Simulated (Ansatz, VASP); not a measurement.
## Os: VASP beside Ansatz

```
CELL_PARAMETERS angstrom
2.72721 0.00000 0.00000
-1.36361 2.36184 0.00000
0.00000 0.00000 4.31324
ATOMIC_POSITIONS crystal
Os 0.33333 0.66667 0.25000
Os 0.66667 0.33333 0.75000
```

Alike in both runs: task relaxation of cell and atoms; functional PBEsol; k mesh 18 × 18 × 10; occupations fermi-dirac, width 0.15 eV; no spin polarisation.

|  | VASP | Ansatz |
| --- | --- | --- |
| version | VASP 6.6.1 | Ansatz 0.2.0 |
| potentials or method | VASP PAW PBE potentials, release 64 (Os), cutoff 600 eV | scalar-relativistic, plane waves, PAW |
| valence electrons in the cell | 16 | 32 |

Ansatz gave:

* gap on the k mesh at the Fermi level, each at its own relaxed structure (eV): none
* relaxed volume (Å³/atom): 13.90
* relaxed length of the cell vector where the two differ most in proportion (Å): 2.729

Q: Estimate VASP's values.

A: gap on the k mesh at the Fermi level, each at its own relaxed structure (eV): none; relaxed volume (Å³/atom): 13.92; relaxed length of the cell vector where the two differ most in proportion (Å): 2.730.

VASP's potentials were made for PBE, not for PBEsol. A gap of «none» marks a metal or a gap that the smearing closes. VASP's potentials hold 16 valence electrons a cell and Ansatz's 32, so a difference there can come from the potentials and not from the codes.

Spin-orbit coupling is off throughout.
